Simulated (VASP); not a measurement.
CdS, 4 atoms in the cell. It takes space group P6_3mc (No. 186, hexagonal). The conventional cell has a = 4.079 Å, b = 4.079 Å, c = 6.627 Å, α = 90.00°, β = 90.00°, γ = 120.00°. Cd (site symmetry 3m) has 4 S at 2.49 to 2.50 Å within 3.3 Å. S (site symmetry 3m) has 4 Cd at 2.49 to 2.50 Å within 3.3 Å.  This cell differs from its parent crystal: volume scaled by 0.94, then relaxed in part.

| Property | Result |
| --- | --- |
| Program | VASP 6.6.1 |
| Task | single point |
| Functional | r2SCAN |
| Potentials or basis | VASP PAW PBE potentials, release 64 (Cd, S) |
| Cutoff | 520 eV |
| k mesh | 6 × 6 × 4 |
| Occupations | gaussian, width 0.02 eV |
| Spin | no spin polarisation |
| Dipole correction | no |
| Further INCAR settings | ALGO = Normal; EDIFF = 1e-06; NBANDS = 26 |

Potentials or basis: VASP PAW PBE potentials, release 64 (Cd, S).

Launch:

```bash
$ cat potpaw_PBE.64/Cd/POTCAR potpaw_PBE.64/S/POTCAR > POTCAR
$ cp INCAR.step1 INCAR
$ mpirun -np 1 vasp_std > vasp.out
$ cp INCAR.step2 INCAR
$ mpirun -np 1 vasp_std > vasp.out
```

Hardware: 1 thread of Intel Xeon 6975P-C, on a shared host.

**Question.** How long does it take, and how much memory?

**Answer.** Run time: 2.6 min on 1 thread of Intel Xeon 6975P-C (shared host), peak memory 0.23 GiB. Counts: k points 21.
